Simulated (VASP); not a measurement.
# AlN (Cmc2_1) in VASP: further runs, part 2 of 2

VASP 6.6.1.

### Step 3. Single point, PBE (mode 4 (239.4 1/cm) frozen in, largest displacement +0.030 Å)

The input, INCAR:

```
  ALGO = Normal
  EDIFF = 1E-6
  ENCUT = 520
  GGA = PE
  ISIF = 2
  ISMEAR = 0
  LASPH = True
  LCHARG = False
  LREAL = False
  LWAVE = False
  NBANDS = 16
  NELM = 60
  PREC = Accurate
  SIGMA = 0.05
```

The input, KPOINTS:

```
k-points
0
Gamma
  12 12 6
```

The input, POSCAR:

```
AlN
1.0
    3.1110021516      0.0000000000      0.0000000000
   -1.5555010758      2.6942068945      0.0000000000
    0.0000000000      0.0000000000      4.9780000000
Al N
2 2
Direct
    0.3277658322      0.6555316644      0.0000000000
    0.6722341678      0.3444683356      0.5000000000
    0.3382985787      0.6765971574      0.3850000000
    0.6617014213      0.3234028426      0.8850000000
```

Potentials or basis: VASP PAW PBE potentials, release 64 (Al, N).

Launch:

```sh
$ cat potpaw_PBE.64/Al/POTCAR potpaw_PBE.64/N/POTCAR > POTCAR
$ mpirun -np 1 vasp_std > vasp.out
```

Wall time 30 s (1 thread of Intel Xeon 6975P-C (Granite Rapids), shared host); peak memory 0.22 GiB.

Results (log left out):

```yaml
Free_energy: -29.7608 eV
Pressure: 3.8 GPa
Largest_force: 0.251 eV/Å
Band_gap_on_the_k_mesh: 4.15 eV, direct
```

Forces on the atoms (eV/Å):
```
Al   0.000  0.167  0.187
Al   0.000 -0.167  0.187
N    0.000 -0.082 -0.187
N    0.000  0.082 -0.187
```

Stress tensor (GPa, compression positive):
```
4.30 0.00 0.00
0.00 4.42 0.00
0.00 0.00 2.60
```

Levels at points of the mesh, in eV from the valence-band top:
| k point | band 6 | band 7 | band 8 | band 9 | band 10 | band 11 |
| --- | --- | --- | --- | --- | --- | --- |
| (0.00, 0.00, 0.00) | -0.34 | -0.26 | 0.00 | 4.15 | 6.61 | 10.59 |
| (0.50, 0.00, 0.00) | -2.17 | -1.75 | -0.77 | 5.69 | 5.79 | 8.09 |
| (0.00, 0.50, 0.00) | -2.18 | -1.91 | -0.79 | 5.71 | 5.96 | 8.17 |
| (0.00, 0.00, 0.50) | -0.65 | -0.62 | -0.62 | 6.43 | 6.43 | 10.27 |
| (0.50, 0.00, 0.50) | -1.56 | -1.40 | -1.40 | 5.29 | 5.29 | 9.16 |
| (0.00, 0.50, 0.50) | -1.56 | -1.35 | -1.35 | 5.22 | 5.22 | 9.20 |

Caveat: the cell differs from its parent crystal (mode 4 (239.4 1/cm) frozen in, largest displacement +0.030 Å). A k mesh can miss the band edges.

### Step 4. Single point, PBE (mode 4 (239.4 1/cm) frozen in, largest displacement +0.060 Å)

The input, INCAR:

```
ALGO = Normal ; EDIFF = 1E-6
ENCUT = 520 ; GGA = PE
ISIF = 2 ; ISMEAR = 0
LASPH = True ; LCHARG = False
LREAL = False ; LWAVE = False
NBANDS = 16 ; NELM = 60
PREC = Accurate ; SIGMA = 0.05
```

KPOINTS is that of step 3.

The input, POSCAR:

```
AlN
1.0
    3.1110021516      0.0000000000      0.0000000000
   -1.5555010758      2.6942068945      0.0000000000
    0.0000000000      0.0000000000      4.9780000000
Al N
2 2
Direct
    0.3221983310      0.6443966620      0.0000000000
    0.6778016690      0.3556033380      0.5000000000
    0.3432638240      0.6865276481      0.3850000000
    0.6567361760      0.3134723519      0.8850000000
```

Potentials or basis: VASP PAW PBE potentials, release 64 (Al, N).

Launch:

```sh
$ cat potpaw_PBE.64/Al/POTCAR potpaw_PBE.64/N/POTCAR > POTCAR
$ mpirun -np 1 vasp_std > vasp.out
```

OUTCAR:

```text
EDIFF = 1E-6
   ENCUT = 520
   GGA = PE
   ISIF = 2
   ISMEAR = 0
   LASPH = True
   LREAL = False
   NELM = 60
   PREC = Accurate

 ion  position               nearest neighbor table
   1  0.322  0.644  0.000-   4 1.88   4 1.88   4 1.89   3 1.92   2 3.04   2 3.04   2 3.04   2 3.04
                             2 3.14   2 3.14
   2  0.678  0.356  0.500-   3 1.88   3 1.88   3 1.89   4 1.92   1 3.04   1 3.04   1 3.04   1 3.04
                             1 3.14   1 3.14
   3  0.343  0.687  0.385-   2 1.88   2 1.88   2 1.89   1 1.92
[... 655 lines left out ...]
 [... further k-points ...]
[... 5 lines left out ...]
  --------------------------------------------------------------------------------------
  -------------------------------------------------------------------------------------
  Total        1.0968236      1.1167224      0.6849301      0.0000000      0.0000000      0.0000000
  in kB       42.1173664     42.8814691     26.3009045      0.0000000      0.0000000      0.0000000
  external PRESSURE =      37.0999133 kB  Pullay stress =       0.0000000 kB

 VOLUME and BASIS-vectors are now :
 -----------------------------------------------------------------------------
  energy-cutoff  :      520.00
  volume of cell :       41.72
      direct lattice vectors                 reciprocal lattice vectors
     3.111002152  0.000000000  0.000000000     0.321439829  0.185583372  0.000000000
    -1.555501076  2.694206895  0.000000000     0.000000000  0.371166744  0.000000000
     0.000000000  0.000000000  4.978000000     0.000000000  0.000000000  0.200883889

 POSITION                                       TOTAL-FORCE (eV/Angst)
 -----------------------------------------------------------------------------------
      0.00000      1.73614      0.00000        -0.000000      0.325317      0.202964
      1.55550      0.95807      2.48900         0.000000     -0.325317      0.202964
     -0.00000      1.84965      1.91653         0.000000     -0.167017     -0.202964
      1.55550      0.84456      4.40553         0.000000      0.167017     -0.202964
 -----------------------------------------------------------------------------------
    total drift:                               -0.000000     -0.000000      0.000549

  FREE ENERGIE OF THE ION-ELECTRON SYSTEM (eV)
  ---------------------------------------------------
  free  energy   TOTEN  =       -29.7393366164 eV

  energy  without entropy=      -29.7393366164  energy(sigma->0) =      -29.73933662
```

Wall time 32 s (1 thread of Intel Xeon 6975P-C (Granite Rapids), shared host); peak memory 0.22 GiB.

Results:

- Free energy: -29.7393 eV
- Pressure: 3.7 GPa
- Largest force: 0.383 eV/Å
- Band gap on the k mesh: 4.12 eV, direct

Forces in eV/Å, atoms in the order of the input:
```
Al   0.000  0.325  0.203
Al   0.000 -0.325  0.203
N    0.000 -0.167 -0.203
N    0.000  0.167 -0.203
```

Stress tensor (GPa, compression positive):
```
4.21 0.00 0.00
0.00 4.29 0.00
0.00 0.00 2.63
```

Levels at points of the mesh, in eV from the valence-band top:
```csv
k point,band 5,band 6,band 7,band 8,band 9,band 10,band 11,band 12
"(0.00, 0.00, 0.00)",-0.94,-0.40,-0.23,0.00,4.12,6.59,10.52,10.87
"(0.50, 0.00, 0.00)",-3.46,-2.18,-1.69,-0.78,5.57,5.81,8.02,10.12
"(0.00, 0.50, 0.00)",-3.26,-2.20,-2.02,-0.82,5.64,6.12,8.21,10.16
"(0.00, 0.00, 0.50)",-0.67,-0.67,-0.63,-0.63,6.40,6.40,10.24,10.24
"(0.50, 0.00, 0.50)",-1.61,-1.61,-1.39,-1.39,5.28,5.28,9.10,9.10
"(0.00, 0.50, 0.50)",-1.58,-1.58,-1.31,-1.31,5.15,5.15,9.18,9.18
```

Caveat: the cell differs from its parent crystal (mode 4 (239.4 1/cm) frozen in, largest displacement +0.060 Å). A k mesh can miss the band edges.

### Step 5. Single point, PBE (mode 4 (239.4 1/cm) frozen in, largest displacement -0.030 Å)

The input, INCAR:

```
ALGO     = Normal         # electronic algorithm
EDIFF    = 1E-7           # SCF threshold, eV
ENCUT    = 520            # plane-wave cutoff, eV
GGA      = PE             # functional
ISIF     = 2              # what is computed and relaxed
ISMEAR   = 0              # smearing method
LASPH    = True           # aspherical terms in the spheres
LCHARG   = True           # write CHGCAR
LELF     = True           # ELF
LREAL    = False          # projectors in reciprocal space
LVHAR    = True         
LWAVE    = False          # write WAVECAR
NBANDS   = 16             # bands
NELM     = 100            # most SCF steps
PREC     = Accurate       # precision mode
SIGMA    = 0.05           # smearing width, eV
```

KPOINTS is that of step 4.

The input, POSCAR:

```
AlN
1.0
    3.1110021516      0.0000000000      0.0000000000
   -1.5555010758      2.6942068945      0.0000000000
    0.0000000000      0.0000000000      4.9780000000
Al N
2 2
Direct
    0.3389008345      0.6778016690      0.0000000000
    0.6610991655      0.3221983310      0.5000000000
    0.3283680880      0.6567361760      0.3850000000
    0.6716319120      0.3432638240      0.8850000000
```

Potentials or basis: VASP PAW PBE potentials, release 64 (Al, N).

Launch:

```sh
$ cat potpaw_PBE.64/Al/POTCAR potpaw_PBE.64/N/POTCAR > POTCAR
$ mpirun -np 1 vasp_std > vasp.out
```

OUTCAR:

```text
EDIFF = 1E-7
   ENCUT = 520
   GGA = PE
   ISIF = 2
   ISMEAR = 0
   LASPH = True
   LREAL = False
   NELM = 100
   PREC = Accurate

 ion  position               nearest neighbor table
   1  0.339  0.678  0.000-   4 1.88   4 1.89   4 1.89   3 1.92   2 3.03   2 3.03   2 3.09   2 3.09
                             2 3.09   2 3.09
   2  0.661  0.322  0.500-   3 1.88   3 1.89   3 1.89   4 1.92   1 3.03   1 3.03   1 3.09   1 3.09
                             1 3.09   1 3.09
   3  0.328  0.657  0.385-   2 1.88   2 1.89   2 1.89   1 1.92
[... 655 lines left out ...]
 [... further k-points ...]
[... 5 lines left out ...]
  --------------------------------------------------------------------------------------
  -------------------------------------------------------------------------------------
  Total        1.1711578      1.0936207      0.6764552      0.0000000      0.0000000      0.0000000
  in kB       44.9717581     41.9943795     25.9754730      0.0000000      0.0000000      0.0000000
  external PRESSURE =      37.6472035 kB  Pullay stress =       0.0000000 kB

 VOLUME and BASIS-vectors are now :
 -----------------------------------------------------------------------------
  energy-cutoff  :      520.00
  volume of cell :       41.72
      direct lattice vectors                 reciprocal lattice vectors
     3.111002152  0.000000000  0.000000000     0.321439829  0.185583372  0.000000000
    -1.555501076  2.694206895  0.000000000     0.000000000  0.371166744  0.000000000
     0.000000000  0.000000000  4.978000000     0.000000000  0.000000000  0.200883889

 POSITION                                       TOTAL-FORCE (eV/Angst)
 -----------------------------------------------------------------------------------
      0.00000      1.82614      0.00000        -0.000000     -0.175445      0.186850
      1.55550      0.86807      2.48900         0.000000      0.175445      0.186850
     -0.00000      1.76938      1.91653         0.000000      0.077995     -0.186850
      1.55550      0.92482      4.40553        -0.000000     -0.077995     -0.186850
 -----------------------------------------------------------------------------------
    total drift:                                0.000000     -0.000000      0.000702

  FREE ENERGIE OF THE ION-ELECTRON SYSTEM (eV)
  ---------------------------------------------------
  free  energy   TOTEN  =       -29.7606820971 eV

  energy  without entropy=      -29.7606820971  energy(sigma->0) =      -29.76068210
```

stdout:

```text
POSCAR found type information on POSCAR AlN
 POSCAR found :  2 types and       4 ions
 scaLAPACK will be used
 LDA part: xc-table for (Slater+PW92), standard interpolation
 POSCAR, INCAR and KPOINTS ok, starting setup
 FFT: planning ... GRIDC
 FFT: planning ... GRID_SOFT
 FFT: planning ... GRID
 WAVECAR not read
 entering main loop
```

Wall time 35 s (1 thread of Intel Xeon 6975P-C (Granite Rapids), shared host); peak memory 0.22 GiB.

What came out:

| Property | Result |
| --- | --- |
| Free energy | -29.7607 eV |
| Pressure | 3.8 GPa |
| Largest force | 0.256 eV/Å |
| Band gap on the k mesh | 4.15 eV, direct |

Forces on the atoms (eV/Å):
```
Al   0.000 -0.175  0.187
Al   0.000  0.175  0.187
N    0.000  0.078 -0.187
N    0.000 -0.078 -0.187
```

Levels at points of the mesh, in eV from the valence-band top:
```
           k point  band 6  band 7  band 8  band 9  band 10  band 11
(0.00, 0.00, 0.00)   -0.35   -0.25    0.00    4.15     6.61    10.59
(0.50, 0.00, 0.00)   -2.18   -1.85   -0.78    5.74     5.87     8.14
(0.00, 0.50, 0.00)   -2.17   -1.69   -0.76    5.59     5.82     8.08
(0.00, 0.00, 0.50)   -0.65   -0.62   -0.62    6.43     6.43    10.27
(0.50, 0.00, 0.50)   -1.57   -1.36   -1.36    5.24     5.24     9.19
(0.00, 0.50, 0.50)   -1.54   -1.44   -1.44    5.31     5.31     9.14
```

Caveat: the cell differs from its parent crystal (mode 4 (239.4 1/cm) frozen in, largest displacement -0.030 Å). A k mesh can miss the band edges.
